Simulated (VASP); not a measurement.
# Fe (Fm-3m) in VASP: notebook

The runs below take Fe through single point, with PBE.

All numbers are computed with VASP 6.6.1; they aren't measurements. Logs are shortened: lines on timing, memory, paths and dates and some standing lists are left out, and cuts for length are marked.

## (1) The cell of the first run

The structure is cubic, space group Fm-3m (No. 225). Conventional cell: a = 3.595 Å, b = 3.595 Å, c = 3.595 Å, α = 90.00°, β = 90.00°, γ = 90.00°. Fe (site symmetry m-3m) has 12 Fe at 2.54 Å within 3.4 Å.

This isn't the form of Fe at room conditions, which is bcc.

## (2) Single point, PBE

Contents of INCAR:

```
SYSTEM = Fe
  PREC = Accurate
  ENCUT = 520
  EDIFF = 1E-6
  ISMEAR = -1
  SIGMA = 0.05
  LREAL = .False.
  LASPH = .True.
  NELM = 80
  ALGO = Normal
  ISIF = 2
  LWAVE = .False.
  LCHARG = .True.
  GGA = PE
  LELF = .True.
  LVHAR = .True.
  NBANDS = 10
```

Contents of KPOINTS:

```
Automatic mesh
0
Gamma
  7 7 7
  0 0 0
```

Contents of POSCAR:

```
Fe
1.0
    0.0000000000      1.7975000000      1.7975000000
    1.7975000000      0.0000000000      1.7975000000
    1.7975000000      1.7975000000      0.0000000000
Fe
1
Direct
    0.0000000000      0.0000000000      0.0000000000
```

Potentials or basis: VASP PAW PBE potentials, release 64 (Fe).

The run is started by

```sh
cat potpaw_PBE.64/Fe/POTCAR > POTCAR
mpirun -np 1 vasp_std > vasp.out
```

OUTCAR:

```text
SYSTEM = Fe
   PREC = Accurate
   ENCUT = 520
   EDIFF = 1E-6
   ISMEAR = -1
   LREAL = .False.
   LASPH = .True.
   NELM = 80
   ISIF = 2
   GGA = PE

 ion  position               nearest neighbor table
   1  0.000  0.000  0.000-

  LATTYP: Found a face centered cubic cell.
 ALAT       =     3.5950000000

  Lattice vectors:

 A1 = (   0.0000000000,   1.7975000000,   1.7975000000)
 A2 = (   1.7975000000,   0.0000000000,   1.7975000000)
 A3 = (   1.7975000000,   1.7975000000,   0.0000000000)

Analysis of symmetry for initial positions (statically):
=====================================================================
 Subroutine PRICEL returns:
 Original cell was already a primitive cell.

 Routine SETGRP: Setting up the symmetry group for a
 face centered cubic supercell.

 Subroutine GETGRP returns: Found 48 space group operations
 (whereof 48 operations were pure point group operations)
 out of a pool of 48 trial point group operations.

The static configuration has the point symmetry O_h .

Analysis of symmetry for dynamics (positions and initial velocities):
=====================================================================
 Subroutine PRICEL returns:
 Original cell was already a primitive cell.

 Routine SETGRP: Setting up the symmetry group for a
 face centered cubic supercell.

 Subroutine GETGRP returns: Found 48 space group operations
 (whereof 48 operations were pure point group operations)
 out of a pool of 48 trial point group operations.

The dynamic configuration has the point symmetry O_h .

 Subroutine INISYM returns: Found 48 space group operations
 (whereof 48 operations are pure point group operations),
 and found     1 'primitive' translations

----------------------------------------------------------------------------------------

                                     Primitive cell

  volume of cell :      11.6155

  direct lattice vectors                    reciprocal lattice vectors
     0.000000000  1.797500000  1.797500000    -0.278164117  0.278164117  0.278164117
     1.797500000  0.000000000  1.797500000     0.278164117 -0.278164117  0.278164117
     1.797500000  1.797500000  0.000000000     0.278164117  0.278164117 -0.278164117

  length of vectors
     2.542048878  2.542048878  2.542048878     0.481794383  0.481794383  0.481794383

  position of ions in fractional coordinates (direct lattice)
     0.000000000  0.000000000  0.000000000

  ion indices of the primitive-cell ions
   primitive index   ion index
                 1           1

----------------------------------------------------------------------------------------

 KPOINTS: Automatic mesh

Automatic generation of k-mesh.
 Grid dimensions read from file:
 generate k-points for:    7    7    7

 Generating k-lattice:

  Cartesian coordinates                     Fractional coordinates (reciprocal lattice)
    -0.039737731  0.039737731  0.039737731     0.142857143  0.000000000  0.000000000
     0.039737731 -0.039737731  0.039737731     0.000000000  0.142857143  0.000000000
     0.039737731  0.039737731 -0.039737731     0.000000000  0.000000000  0.142857143

  Length of vectors
     0.068827769  0.068827769  0.068827769

  Shift w.r.t. Gamma in fractional coordinates (k-lattice)
     0.000000000  0.000000000  0.000000000

 Subroutine IBZKPT returns following result:
 ===========================================

 Found     20 irreducible k-points:

 Following reciprocal coordinates:
            Coordinates               Weight
  0.000000  0.000000  0.000000      1.000000
  0.142857  0.000000  0.000000      8.000000
  0.285714  0.000000  0.000000      8.000000
  0.428571  0.000000  0.000000      8.000000
  0.142857  0.142857  0.000000      6.000000
  0.285714  0.142857  0.000000     24.000000
[... 12 lines left out ...]
 -0.428571  0.428571  0.142857     24.000000
 -0.285714  0.428571  0.142857     24.000000
   k-points           NKPTS =     20   k-points in BZ     NKDIM =     20   number of bands    NBANDS=     10
   number of dos      NEDOS =    301   number of ions     NIONS =      1
   total plane-waves  NPLWV =   8000
   dimension x,y,z NGX =    20 NGY =   20 NGZ =   20
   dimension x,y,z NGXF=    40 NGYF=   40 NGZF=   40
   ions per type =               1
   NGX,Y,Z   is equivalent  to a cutoff of  13.08, 13.08, 13.08 a.u.
   NGXF,Y,Z  is equivalent  to a cutoff of  26.16, 26.16, 26.16 a.u.
 SYSTEM =  Fe
   PREC   = accura    normal or accurate (medium, high low for compatibility)
   ISTART =      0    job   : 0-new  1-cont  2-samecut
   ICHARG =      2    charge: 1-file 2-atom 10-const
   ISPIN  =      1    spin polarized calculation?
   LNONCOLLINEAR =      F non collinear calculations
   LSORBIT =      F    spin-orbit coupling
   LASPH  =      T    aspherical Exc in radial PAW
   ENCUT  =  520.0 eV  38.22 Ry    6.18 a.u.   4.73  4.73  4.73*2*pi/ulx,y,z
   NELM   =     80;   NELMIN=  2; NELMDL= -5     # of ELM steps
   EDIFF  = 0.1E-05   stopping-criterion for ELM
   LREAL  =      F    real-space projection
   EDIFFG = 0.1E-04   stopping-criterion for IOM
   NSW    =      0    number of steps for IOM
   IBRION =     -1    ionic relax: 0-MD 1-quasi-New 2-CG
   NFREE  =      0    steps in history (QN), initial steepest desc. (CG)
   ISIF   =      2    stress and relaxation
   ISYM   =      2    0-nonsym 1-usesym 2-fastsym
   POTIM  = 0.5000    time-step for ionic-motion
   TEBEG  =    0.0;   TEEND  =   0.0 temperature during run
   PSTRESS=    0.0 pullay stress
   NELECT =       8.0000    total number of electrons
   NUPDOWN=      -1.0000    fix difference up-down
   EMIN   =  10.00;   EMAX   =-10.00  energy-range for DOS
   EFERMI =   0.00;   METHOD = LEGACY
   ISMEAR =    -1;   SIGMA  =   0.05  broadening in eV -4-tet -1-fermi 0-gaus
   EFERMI_NEDOS =   21; number of points for ismear=-14 and -15
   IALGO  =     38    algorithm
   IMIX   =      4    mixing-type and parameters
     AMIX     =   0.40;   BMIX     =  1.00
     AMIX_MAG =   1.60;   BMIX_MAG =  1.00
  volume/ion in A,a.u.               =      11.62        78.39
  Fermi-wavevector in a.u.,A,eV,Ry     =   1.445748  2.732068 28.438724  2.090187
  Thomas-Fermi vector in A             =   2.563895
   LORBIT       =      0    0 simple, 1 ext, 2 COOP (PROOUT), +10 PAW based schemes
   GGA     = PE    functional components
   LHFCALC =     F    Hartree Fock is set to
   AEXX    =    0.0000 exact exchange contribution
   IVDW    =     0    specifies the selected vdW correction
   LEPSILON=     F    determine dielectric tensor
   LRPA    =     F    only Hartree local field effects (RPA)
 non-spin polarized calculation
  energy-cutoff  :      520.00
  volume of cell :       11.62
 maximum number of plane-waves:       331
   NGX =  9   NGY =  9   NGZ =  9

 number of electron       8.0000001 magnetization

 Free energy of the ion-electron system (eV)
  ---------------------------------------------------
  ext. energy  EPLUGINS =         0.00000000
  ---------------------------------------------------
  free energy    TOTEN  =        -7.92678368 eV

  energy without entropy =       -7.89599941  energy(sigma->0) =       -7.91139155

 E-fermi :   5.3909     XC(G=0): -13.0461

 val. band max:        5.3711540398   @ k =   0.0000   0.0000   0.0000
 cond. band min:       5.4217718653   @ k =   0.4286   0.2857   0.0000
 fundamental gap:      0.0506178255
 Fermi energy:         5.3908799501

 k-point     1 :       0.0000    0.0000    0.0000
  band No.  band energies     occupation
      1      -2.6512      2.00000
      2       4.0896      2.00000
      3       4.0896      2.00000
      4       4.0896      2.00000
      5       5.3712      1.19474
      6       5.3712      1.19474
      7      27.7240      0.00000
      8      32.3307      0.00000
      9      32.3307      0.00000
     10      32.3307      0.00000

 k-point     2 :       0.1429    0.0000    0.0000
  band No.  band energies     occupation
      1      -1.8839      2.00000
      2       3.8575      2.00000
      3       4.2610      2.00000
      4       4.2610      2.00000
      5       5.3140      1.64608
      6       5.3140      1.64608
      7      25.1871      0.00000
      8      28.8894      0.00000
      9      31.4500      0.00000
     10      31.4500      0.00000

 k-point     3 :       0.2857    0.0000    0.0000
  band No.  band energies     occupation
      1       0.0181      2.00000
      2       3.6835      2.00000
      3       4.2755      2.00000
      4       4.2755      2.00000
      5       5.6183      0.02093
      6       5.6183      0.02093
      7      18.8115      0.00000
      8      27.6582      0.00000
      9      30.5735      0.00000
     10      30.5735      0.00000

 k-point     4 :       0.4286    0.0000    0.0000
  band No.  band energies     occupation
      1       1.2075      2.00000
      2       4.0556      2.00000
      3       4.0556      2.00000
      4       5.1053      1.99341
      5       6.1637      0.00000
      6       6.1637      0.00000
      7      13.6102      0.00000
      8      26.5320      0.00000
      9      30.2038      0.00000
     10      30.2038      0.00000
[... 170 lines left out ...]
 k-point    18 :      -0.4286    0.2857    0.1429
  band No.  band energies     occupation
      1       2.3538      2.00000
      2       2.9724      2.00000
      3       3.6065      2.00000
      4       4.9835      1.99942
      5       6.0656      0.00000
      6       9.3303      0.00000
      7      14.4835      0.00000
      8      20.3351      0.00000
      9      22.3233      0.00000
     10      31.3174      0.00000

 k-point    19 :      -0.4286    0.4286    0.1429
  band No.  band energies     occupation
      1       1.9125      2.00000
      2       2.4524      2.00000
      3       4.3907      2.00000
      4       5.7175      0.00290
      5       6.3142      0.00000
      6       9.8342      0.00000
      7      17.5241      0.00000
      8      17.5264      0.00000
      9      18.9417      0.00000
     10      29.7054      0.00000

 k-point    20 :      -0.2857    0.4286    0.1429
  band No.  band energies     occupation
      1       2.3737      2.00000
      2       2.8608      2.00000
      3       3.6521      2.00000
      4       5.2929      1.75304
      5       6.3111      0.00000
      6      12.9932      0.00000
      7      13.3785      0.00000
      8      16.6680      0.00000
      9      19.7041      0.00000
     10      31.4721      0.00000

------------------------ aborting loop because EDIFF is reached ----------------------------------------

  FORCE on cell =-STRESS in cart. coord.  units (eV):
  Direction    XX          YY          ZZ          XY          YZ          ZX
  --------------------------------------------------------------------------------------
  -------------------------------------------------------------------------------------
  Total       -1.8764974     -1.8764974     -1.8764974      0.0000000      0.0000000      0.0000000
  in kB     -258.8343129   -258.8343129   -258.8343129      0.0000000      0.0000000      0.0000000
  external PRESSURE =    -258.8343129 kB  Pullay stress =       0.0000000 kB

 VOLUME and BASIS-vectors are now :
 -----------------------------------------------------------------------------
  energy-cutoff  :      520.00
  volume of cell :       11.62
      direct lattice vectors                 reciprocal lattice vectors
     0.000000000  1.797500000  1.797500000    -0.278164117  0.278164117  0.278164117
     1.797500000  0.000000000  1.797500000     0.278164117 -0.278164117  0.278164117
     1.797500000  1.797500000  0.000000000     0.278164117  0.278164117 -0.278164117

 POSITION                                       TOTAL-FORCE (eV/Angst)
 -----------------------------------------------------------------------------------
      0.00000      0.00000      0.00000         0.000000      0.000000      0.000000
 -----------------------------------------------------------------------------------
    total drift:                               -0.000000     -0.000000     -0.000000

  FREE ENERGIE OF THE ION-ELECTRON SYSTEM (eV)
  ---------------------------------------------------
  free  energy   TOTEN  =        -7.9267836838 eV

  energy  without entropy=       -7.8959994115  energy(sigma->0) =       -7.91139155
```

Wall time 3.8 s (1 thread of AMD EPYC 9R14 (Zen 4), shared host); peak memory 0.09 GiB.

What came out:

```yaml
Free_energy: -7.9268 eV
Pressure: -25.9 GPa
Band_gap_on_the_k_mesh: zero (bands 4 and 5 overlap by 1.36 eV)
```

Caveat: the k points lie up to 0.43 Å⁻¹ apart, too coarse for converged energies and pressures of a metal; the run has no spin polarisation, though such a crystal can be magnetic. Spin polarisation is off, so any magnetic state and its effect on volume and gap are missing.

## (3) Single point, PBE

Contents of INCAR:

```
SYSTEM = Fe
PREC = Accurate
ENCUT = 520
EDIFF = 1E-6
ISMEAR = -1
SIGMA = 0.05
LREAL = .FALSE.
LASPH = .TRUE.
NELM = 80
ALGO = Normal
ISIF = 2
LWAVE = .FALSE.
LCHARG = .TRUE.
GGA = PE
LELF = .TRUE.
LVHAR = .TRUE.
NBANDS = 10
```

Contents of KPOINTS:

```
Automatic mesh
0
G
  13 13 13
  0 0 0
```

POSCAR is that of step 2.

Potentials or basis: VASP PAW PBE potentials, release 64 (Fe).

The run is started by

```sh
cat potpaw_PBE.64/Fe/POTCAR > POTCAR
mpirun -np 1 vasp_std > vasp.out
```

Run time: 7.2 s. Hardware: 1 thread of AMD EPYC 9R14 (Zen 4), shared host; peak memory 0.1 GiB.

It converged, with:

* Free energy: -7.9508 eV
* Pressure: -26.6 GPa
* Band gap on the k mesh: zero (bands 4 and 5 overlap by 1.52 eV)

Levels at points of the mesh, in eV from the Fermi level:
```csv
k point,band 2,band 3,band 4,band 5,band 6,band 7
"(0.00, 0.00, 0.00)",-1.38,-1.38,-1.38,-0.09,-0.09,22.23
```

Caveat: the cell stands under tension; the run has no spin polarisation, though such a crystal can be magnetic. Spin polarisation is off, so any magnetic state and its effect on volume and gap are missing.

## (4) Single point, PBE

Contents of INCAR:

```
PREC = Accurate
ENCUT = 520
EDIFF = 1E-7
ISMEAR = -1
SIGMA = 0.05
LREAL = False
LASPH = True
NELM = 80
ALGO = Normal
ISIF = 2
LWAVE = False
LCHARG = False
GGA = PE
NBANDS = 10
```

Contents of KPOINTS:

```
Automatic mesh
0
Gamma
  13 13 13
```

POSCAR is that of step 3.

The run is started by

```sh
cat potpaw_PBE.64/Fe/POTCAR > POTCAR
mpirun -np 1 vasp_std > vasp.out
```

Wall time 7.9 s (1 thread of AMD EPYC 9R14 (Zen 4), shared host); peak memory 0.09 GiB.

It converged, with:

```
Free energy            : -7.9508 eV
Pressure               : -26.6 GPa
Band gap on the k mesh : zero (bands 4 and 5 overlap by 1.52 eV)
```

Levels at points of the mesh, in eV from the Fermi level:
| k point | band 1 | band 2 | band 3 | band 4 | band 5 | band 6 | band 7 | band 8 |
| --- | --- | --- | --- | --- | --- | --- | --- | --- |
| (0.00, 0.00, 0.00) | -8.14 | -1.38 | -1.38 | -1.38 | -0.09 | -0.09 | 22.23 | 26.84 |

Caveat: the cell stands under tension; the run has no spin polarisation, though such a crystal can be magnetic. Spin polarisation is off, so any magnetic state and its effect on volume and gap are missing.
